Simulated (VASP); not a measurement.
Here is a VASP 6.6.1 calculation.

The input INCAR:

```
PREC = Accurate
ENCUT = 600
EDIFF = 1E-6
ISMEAR = 0
SIGMA = 0.1
LREAL = False
LASPH = True
NELM = 80
ALGO = Normal
ISIF = 3
LWAVE = False
LCHARG = False
GGA = PE
IBRION = 2
NSW = 90
EDIFFG = -0.04
```

KPOINTS

```
Automatic mesh
0
Gamma
  6 6 2
```

POSCAR

```
TlMo4F
1.0
    3.5799418646      0.0000000000      0.0000000000
    0.0000000000      3.5799418646      0.0000000000
    0.0000000000      0.0000000000      8.6765789527
Tl Mo F
1 4 1
Direct
    0.5000000000      0.5000000000      0.5000000000
    0.5000000000      0.0000000000      0.7751211043
    0.0000000000      0.5000000000      0.2248788957
    0.5000000000      0.0000000000      0.2248788957
    0.0000000000      0.5000000000      0.7751211043
    0.0000000000      0.0000000000      0.0000000000
```

Potentials or basis: VASP PAW PBE potentials, release 64 (Tl_d, Mo_sv, F).

Command:

```sh
$ cat potpaw_PBE.64/Tl_d/POTCAR potpaw_PBE.64/Mo_sv/POTCAR potpaw_PBE.64/F/POTCAR > POTCAR
$ mpirun -np 1 vasp_std > vasp.out
```

(1) Estimate the relaxed cell.

(2) Estimate the space group after relaxing (to 0.1 Å).

Answers

(1) a = 3.560 Å, b = 3.560 Å, c = 8.825 Å, α = 90.00°, β = 90.00°, γ = 90.00°.

(2) P4/mmm (No. 123).
